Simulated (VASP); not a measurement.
Write the native input for VASP 6.6.1 that does the following.

```yaml
Task: single point
Functional: r2SCAN
Potentials_or_basis: VASP PAW PBE potentials, release 64 (Ta_sv_GW)
Cutoff: 550 eV
k_mesh: 6 × 6 × 4
Occupations: gaussian, width 0.1 eV
Spin: no spin polarisation
Dipole_correction: no
Further_INCAR_settings: ALGO = Normal; EDIFF = 1e-06; NBANDS = 34
```

Crystal: Ta.

```
CELL_PARAMETERS angstrom
4.61923 0.00000 0.00000
-2.30962 4.00037 0.00000
0.00000 0.00000 4.77638
ATOMIC_POSITIONS crystal
Ta 0.00000 0.00000 0.25000
Ta 0.00000 0.00000 0.75000
Ta 0.33333 0.66667 0.75000
Ta 0.66667 0.33333 0.25000
```

This isn't the form of Ta at room conditions, which is bcc.

One way to write it, as run:

POSCAR

```
Ta
1.0
    4.6192336766      0.0000000000      0.0000000000
   -2.3096168383      4.0003737100      0.0000000000
    0.0000000000      0.0000000000      4.7763837641
Ta
4
Direct
    0.0000000000      0.0000000000      0.2500000000
    0.0000000000      0.0000000000      0.7500000000
    0.3333333333      0.6666666667      0.7500000000
    0.6666666667      0.3333333333      0.2500000000
```

INCAR.step1

```
SYSTEM = Ta
  PREC = Accurate
  ENCUT = 550
  ISMEAR = 0
  SIGMA = 0.1
  LREAL = .FALSE.
  LASPH = .TRUE.
  NELM = 120
  NBANDS = 34
  GGA = PE
  ALGO = Normal
  EDIFF = 1E-5
  LWAVE = .TRUE.
  LCHARG = .FALSE.
  GGA_COMPAT = .FALSE.
```

INCAR.step2

```
SYSTEM = Ta
  PREC = Accurate
  ENCUT = 550
  EDIFF = 1E-6
  ISMEAR = 0
  SIGMA = 0.1
  LREAL = .FALSE.
  LASPH = .TRUE.
  NELM = 120
  ALGO = Normal
  ISIF = 2
  LWAVE = .FALSE.
  LCHARG = .FALSE.
  METAGGA = R2SCAN
  LMIXTAU = .TRUE.
  NBANDS = 34
  ISTART = 1
  GGA_COMPAT = .FALSE.
```

KPOINTS

```
regular mesh
0
G
  6 6 4
  0 0 0
```

Potentials or basis: VASP PAW PBE potentials, release 64 (Ta_sv_GW).

The run is started by

```sh
$ cat potpaw_PBE.64/Ta_sv_GW/POTCAR > POTCAR
$ cp INCAR.step1 INCAR
$ mpirun -np 1 vasp_std > vasp.out
$ cp INCAR.step2 INCAR
$ mpirun -np 1 vasp_std > vasp.out
```

Results of the run:

```yaml
Pressure: -0.7 GPa
Band_gap_on_the_k_mesh: zero (bands 26 and 27 overlap by 0.67 eV)
```

Caveat: the PAW data sets were made with another functional, which shifts forces and pressure a little; spin-orbit coupling is left out, which moves the levels of the heavy elements.

Run time: 5.2 min on 1 thread of AMD EPYC 7R13 Processor (Zen 3), on a shared host, peak memory 0.22 GiB.
